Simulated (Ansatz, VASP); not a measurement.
**BaTiO3: VASP beside Ansatz**

Contents of INCAR:

```
ALGO     = Normal         # electronic algorithm
EDIFF    = 1E-7           # SCF threshold, eV
ENCUT    = 520            # plane-wave cutoff, eV
GGA      = PE             # functional
ISIF     = 2              # what is computed and relaxed
ISMEAR   = -1             # smearing method
LASPH    = True           # aspherical terms in the spheres
LCHARG   = True           # write CHGCAR
LELF     = True           # ELF
LREAL    = False          # projectors in reciprocal space
LVHAR    = True         
LWAVE    = False          # write WAVECAR
NBANDS   = 28             # bands
NELM     = 60             # most SCF steps
PREC     = Accurate       # precision mode
SIGMA    = 0.05           # smearing width, eV
```

Contents of KPOINTS:

```
k-points
0
Gamma
  7 7 7
```

Contents of POSCAR:

```
BaTiO3
1.0
    3.9316352889      0.0000000000      0.0000000000
    0.0000000000      2.7985588135      2.8066973133
    0.0000000000     -2.7985588135      2.8066973133
Ba Ti O
1 1 3
Direct
    0.0000000000      0.0000000000      0.0000000000
    0.5000000000      0.5124000000      0.5124000000
    0.5000000000      0.9918400000      0.5052400000
    0.5000000000      0.5052400000      0.9918400000
    0.0000000000      0.4874000000      0.4874000000
```

input.yaml

```yaml
crystal:
  lattice:
    - [3.9316352889, 0.0, 0.0]
    - [0.0, 2.7985588135, 2.8066973133]
    - [0.0, -2.7985588135, 2.8066973133]
  atoms:
    - { symbol: Ba, position: [0.0, 0.0, 0.0] }
    - { symbol: Ti, position: [0.5, 0.5124, 0.5124] }
    - { symbol: O, position: [0.5, 0.99184, 0.50524] }
    - { symbol: O, position: [0.5, 0.50524, 0.99184] }
    - { symbol: O, position: [0.0, 0.4874, 0.4874] }
hamiltonian:
  xc: pbe
  pseudopotentials: { kind: paw, azcp: { folder: soft_1 } }
kpoints:
  mp_grid: { grid: [7, 7, 7] }
scf:
  occupations: { method: fermi_dirac, width: 0.05 }
output:
  forces: true
  stress: true
  eigenvalues: true
```

Alike in both runs: task single point; functional PBE; k mesh 7 × 7 × 7; occupations fermi-dirac, width 0.05 eV; no spin polarisation.

```csv
,VASP,Ansatz
version,VASP 6.6.1,Ansatz 0.2.0
potentials or method,"VASP PAW PBE potentials, release 64 (Ba_sv, Ti_sv, O)",Ansatz PAW soft_1
plane-wave cutoff (eV),520,420
valence electrons in the cell,40,40
```

Ansatz gave:

| Property | Result |
| --- | --- |
| gap on the k mesh at the Fermi level (eV) | 2.08 |
| least direct gap on the mesh (eV) | 2.13 |
| pressure (GPa) | 10.0 |
| traceless stress, the component that is largest in VASP (GPa) | -0.43 |
| rms of the force components (eV/Å) | 0.102 |

Task: What did VASP give for the same quantities?

Result: gap on the k mesh at the Fermi level (eV): 2.01; least direct gap on the mesh (eV): 2.10; pressure (GPa): 12.0; traceless stress, the component that is largest in VASP (GPa): -0.43; rms of the force components (eV/Å): 0.109.

Atom by atom the forces differ by 0.016 eV/Å (rms over components). The functional is the same, so the differences come from potentials, cutoffs and numerics.

Spin-orbit coupling is off throughout. Noted on Ansatz's run: odd divisions of the mesh miss points on the zone boundary, where band edges often lie, so the gap on the mesh can be too wide.
